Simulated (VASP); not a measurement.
Write the native input for VASP 6.6.1 that does the following.

```
Task                               : single point
Functional                         : PBE-based screened hybrid
Potentials or basis                : VASP PAW PBE potentials, release 64 (Be, C)
Cutoff                             : 520 eV
k mesh                             : 4 × 4 × 4
Occupations                        : gaussian, width 0.01 eV
Spin                               : no spin polarisation
Dipole correction                  : no
Grid for exact exchange (PRECFOCK) : Normal
Share of exact exchange            : 0.75
Further INCAR settings             : ALGO = Normal; EDIFF = 1e-06; NBANDS = 11
Screening parameter                : 0.1 1/Å
```

The system is Be2C.

```
CELL_PARAMETERS angstrom
0.00000 2.16049 2.16049
2.16049 0.00000 2.16049
2.16049 2.16049 0.00000
ATOMIC_POSITIONS crystal
Be 0.75000 0.75000 0.75000
Be 0.25000 0.25000 0.25000
C 0.00000 0.00000 0.00000
```

These files were run (other wordings do the same):

POSCAR

```
Be2C
1.0
    0.0000000000      2.1604856744      2.1604856744
    2.1604856744      0.0000000000      2.1604856744
    2.1604856744      2.1604856744      0.0000000000
Be C
2 1
Direct
    0.7500000000      0.7500000000      0.7500000000
    0.2500000000      0.2500000000      0.2500000000
    0.0000000000      0.0000000000      0.0000000000
```

INCAR.step1

```
SYSTEM = Be2C
PREC = Accurate ; ENCUT = 520
EDIFF = 1E-5 ; ISMEAR = 0
SIGMA = 0.01 ; LREAL = .False.
LASPH = .True. ; NELM = 120
ALGO = Normal ; ISIF = 2
LWAVE = .True. ; LCHARG = .False.
GGA = PE ; NBANDS = 11
GGA_COMPAT = .False.
```

INCAR.step2

```
SYSTEM = Be2C
PREC = Accurate ; ENCUT = 520
EDIFF = 1E-6 ; ISMEAR = 0
SIGMA = 0.01 ; LREAL = .False.
LASPH = .True. ; NELM = 120
ALGO = Normal ; ISIF = 2
LWAVE = .False. ; LCHARG = .False.
GGA = PE ; LHFCALC = .True.
AEXX = 0.75 ; HFSCREEN = 0.1
PRECFOCK = Normal ; ISTART = 1
NBANDS = 11 ; GGA_COMPAT = .False.
```

KPOINTS

```
regular mesh
0
Gamma
  4 4 4
  0 0 0
```

Potentials or basis: VASP PAW PBE potentials, release 64 (Be, C).

Run with:

```console
$ cat potpaw_PBE.64/Be/POTCAR potpaw_PBE.64/C/POTCAR > POTCAR
$ cp INCAR.step1 INCAR
$ mpirun -np 1 vasp_std > vasp.out
$ cp INCAR.step2 INCAR
$ mpirun -np 1 vasp_std > vasp.out
```

Results of the run:

The pressure is -8.6 GPa. The band gap on the k mesh is 4.73 eV, indirect (least direct gap 8.49 eV).

Caveat: the k points lie up to 0.63 Å⁻¹ apart; the PAW data sets were made with another functional, which shifts forces and pressure a little.

It took 72 s on 1 thread of Intel(R) Xeon(R) Platinum 8488C (Sapphire Rapids) (shared host), peak memory 0.23 GiB.
